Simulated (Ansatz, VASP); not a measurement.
# One calculation of BAs, two programs

INCAR

```
SYSTEM = BAs
ALGO = Normal
EDIFF = 1E-7
ENCUT = 520
GGA = CA
ISIF = 2
ISMEAR = -1
LASPH = .True.
LCHARG = .True.
LELF = .True.
LREAL = .False.
LVHAR = .True.
LWAVE = .False.
NBANDS = 11
NELM = 60
PREC = Accurate
SIGMA = 0.2
```

The input KPOINTS:

```
k-points
0
Gamma
  12 12 12
  0 0 0
```

The input POSCAR:

```
BAs
1.0
    0.0000000000      2.2476645550      2.6971974660
    2.2476645550      0.0000000000      2.6971974660
    2.2476645550      2.2476645550      0.0000000000
B As
1 1
Direct
    0.0000000000      0.0000000000      0.0000000000
    0.7500000000      0.7500000000      0.7500000000
```

Input for Ansatz:

```yaml
crystal:
  lattice:
    - [0.0, 2.247664555, 2.697197466]
    - [2.247664555, 0.0, 2.697197466]
    - [2.247664555, 2.247664555, 0.0]
  atoms:
    - { symbol: B, position: [0.0, 0.0, 0.0] }
    - { symbol: As, position: [0.75, 0.75, 0.75] }
basis:
  ecutwfc: 420
kpoints:
  mp_grid: { grid: [12, 12, 12] }
hamiltonian:
  xc: lda
scf:
  occupations: { method: fermi_dirac, width: 0.2 }
output:
  forces: true
  stress: true
  eigenvalues: true
```

Alike in both runs: task single point; functional LDA; k mesh 12 × 12 × 12; occupations fermi-dirac, width 0.2 eV; no spin polarisation.

|  | VASP | Ansatz |
| --- | --- | --- |
| version | VASP 6.6.1 | Ansatz 0.2.0 |
| potentials or method | VASP PAW LDA potentials, release 64 (B, As), cutoff 520 eV | scalar-relativistic, plane waves, PAW |
| valence electrons in the cell | 8 | 18 |

```csv
,VASP,Ansatz,Ansatz less VASP
gap on the k mesh at the Fermi level (eV),none,none,-
pressure (GPa),-3.0,-3.8,-0.79
"traceless stress, the component that is largest in VASP (GPa)",-30.59,-30.70,-0.116
```

LDA's correlation is that of Perdew and Zunger in VASP and of Perdew and Wang (1992) in Ansatz. A gap of «none» marks a metal or a gap that the smearing closes. VASP's potentials hold 8 valence electrons a cell and Ansatz's 18, so a difference there can come from the potentials and not from the codes.
